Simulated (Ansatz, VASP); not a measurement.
One calculation of NaH, two programs

INCAR

```
SYSTEM = NaH
  PREC = Accurate
  ENCUT = 500
  EDIFF = 1E-7
  ISMEAR = 0
  SIGMA = 0.02
  LREAL = .False.
  LASPH = .True.
  NELM = 120
  ALGO = Normal
  ISIF = 3
  LWAVE = .False.
  LCHARG = .False.
  IBRION = 2
  NSW = 80
  EDIFFG = -0.01
  GGA_COMPAT = .False.
  NELMIN = 4
```

Contents of KPOINTS:

```
Automatic mesh
0
Gamma
  8 8 8
  0 0 0
```

File POSCAR:

```
NaH
1.0
    0.0000000000      2.3456225258      2.3456225258
    2.3456225258      0.0000000000      2.3456225258
    2.3456225258      2.3456225258      0.0000000000
Na H
1 1
Direct
    0.0000000000      0.0000000000      0.0000000000
    0.5000000000      0.5000000000      0.5000000000
```

Input for Ansatz:

```yaml
crystal:
  lattice:
    - [0.0, 2.3456225258, 2.3456225258]
    - [2.3456225258, 0.0, 2.3456225258]
    - [2.3456225258, 2.3456225258, 0.0]
  atoms:
    - { symbol: Na, position: [0.0, 0.0, 0.0] }
    - { symbol: H, position: [0.5, 0.5, 0.5] }
basis:
  ecutwfc: 420
kpoints:
  mp_grid: { grid: [8, 8, 8] }
hamiltonian:
  xc: lda
scf:
  occupations: { method: gaussian, width: 0.02 }
output:
  forces: true
  stress: true
  eigenvalues: true
relax:
  adjacent_minimum: "off"
  f_tol: 0.01
  max_steps: 60
  cell: { stress_tol: 0.1 }
```

Alike in both runs: task relaxation of cell and atoms; functional LDA; k mesh 8 × 8 × 8; occupations gaussian, width 0.02 eV; no spin polarisation.

|  | VASP | Ansatz |
| --- | --- | --- |
| version | VASP 6.6.1 | Ansatz 0.2.0 |
| potentials or method | VASP PAW LDA potentials, release 64 (Na_pv, H), cutoff 500 eV | scalar-relativistic, plane waves, PAW |
| valence electrons in the cell | 8 | 10 |

VASP gave:

| Property | Result |
| --- | --- |
| gap on the k mesh at the Fermi level, each at its own relaxed structure (eV) | 3.54 |
| relaxed volume (Å³/atom) | 12.91 |
| relaxed cell length with the largest relative difference (Å) | 3.317 |

Q: Which values does Ansatz return?

A: gap on the k mesh at the Fermi level, each at its own relaxed structure (eV): 3.55; relaxed volume (Å³/atom): 12.91; relaxed cell length with the largest relative difference (Å): 3.317.

LDA's correlation is that of Perdew and Zunger in VASP and of Perdew and Wang (1992) in Ansatz. VASP's potentials hold 8 valence electrons a cell and Ansatz's 10, so a difference there can come from the potentials and not from the codes.

Noted on VASP's run: the relaxation stopped at its first step, so nothing moved.
